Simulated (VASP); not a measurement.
Wanted: the native input for a VASP 6.6.1 run.

```
Task                   : single point
Functional             : PBE
Potentials or basis    : VASP PAW PBE potentials, release 64 (F)
Cutoff                 : 520 eV
k mesh                 : 18 × 18 × 18
Occupations            : fermi-dirac, width 0.08 eV
Spin                   : no spin polarisation
Dipole correction      : no
Further INCAR settings : ALGO = Normal; EDIFF = 1e-06; NBANDS = 10
```

The structure of F lies in POSCAR:

```
F
1.0
   -1.2555253624      1.2555253624      1.2555253624
    1.2555253624     -1.2555253624      1.2555253624
    1.2555253624      1.2555253624     -1.2555253624
F
1
Direct
    0.0000000000      0.0000000000      0.0000000000
```

This cell differs from its parent crystal: volume scaled by 0.78.

These files were run (other wordings do the same):

INCAR

```
SYSTEM = F
ALGO = Normal ; EDIFF = 1E-6
ENCUT = 520 ; GGA = PE
ISIF = 2 ; ISMEAR = -1
LASPH = .TRUE. ; LCHARG = .FALSE.
LREAL = .FALSE. ; LWAVE = .FALSE.
NBANDS = 10 ; NELM = 80
PREC = Accurate ; SIGMA = 0.08
```

KPOINTS

```
k-points
0
G
  18 18 18
  0 0 0
```

Potentials or basis: VASP PAW PBE potentials, release 64 (F).

The run is started by

```console
$ cat potpaw_PBE.64/F/POTCAR > POTCAR
$ mpirun -np 1 vasp_std > vasp.out
```

Results of the run:

```
Pressure : 24.1 GPa
```

Caveat: an odd number of electrons without spin polarisation forces a metal; a magnetic or distorted state may lie lower.

It took 4.1 s on 1 thread of Intel(R) Xeon(R) Platinum 8488C (Sapphire Rapids), with other jobs on the host, peak memory 0.12 GiB.
